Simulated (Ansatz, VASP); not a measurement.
WC: VASP beside Ansatz

The input INCAR:

```
  PREC = Accurate
  ENCUT = 1300
  EDIFF = 1E-6
  ISMEAR = -1
  SIGMA = 0.15
  LREAL = F
  LASPH = T
  NELM = 120
  ALGO = Normal
  ISIF = 2
  LWAVE = F
  LCHARG = T
  GGA = PE
  LELF = T
  LVHAR = T
  NBANDS = 16
  GGA_COMPAT = F
```

The input KPOINTS:

```
Automatic mesh
0
Gamma
  11 11 10
```

File POSCAR:

```
WC
1.0
    2.9257489053      0.0000000000      0.0000000000
   -1.4628744527      2.5337700222      0.0000000000
    0.0000000000      0.0000000000      2.8553859779
W C
1 1
Direct
    0.0000000000      0.0000000000      0.0000000000
    0.6666666667      0.3333333333      0.5000000000
```

Input for Ansatz:

```yaml
crystal:
  lattice:
    - [2.9257489053364685, 0.0, 0.0]
    - [-1.4628744526682342, 2.5337700222337607, 0.0]
    - [0.0, 0.0, 2.8553859779382162]
  atoms:
    - { symbol: W, position: [0.0, 0.0, 0.0] }
    - { symbol: C, position: [0.6666666666666666, 0.3333333333333333, 0.5] }
basis:
  ecutwfc: 571.4391111657479
kpoints:
  mp_grid:
    grid: [11, 11, 10]
hamiltonian:
  xc: pbe
scf:
  convergence:
    dr2_threshold: 1.0e-10
  occupations:
    method: fermi_dirac
    width: 0.15
output:
  stress: true
```

Alike in both runs: task single point; functional PBE; k mesh 11 × 11 × 10; occupations fermi-dirac, width 0.15 eV; no spin polarisation.

```csv
,VASP,Ansatz
version,VASP 6.6.1,Ansatz 0.2.0
potentials or method,"VASP PAW PBE potentials, release 64 (W_sv, C_h), cutoff 1300 eV","plane waves, PAW"
valence electrons in the cell,18,18
```

VASP gave:

```
pressure (GPa)                                                : -1.2
traceless stress, the component that is largest in VASP (GPa) : -1.21
```

Task: What did Ansatz give for the same quantities?

Result: Pressure (GPa): -2.2; traceless stress, the component that is largest in VASP (GPa): -1.38.

Ansatz's warnings: structure snapped to symmetry.

Spin-orbit coupling is off throughout.
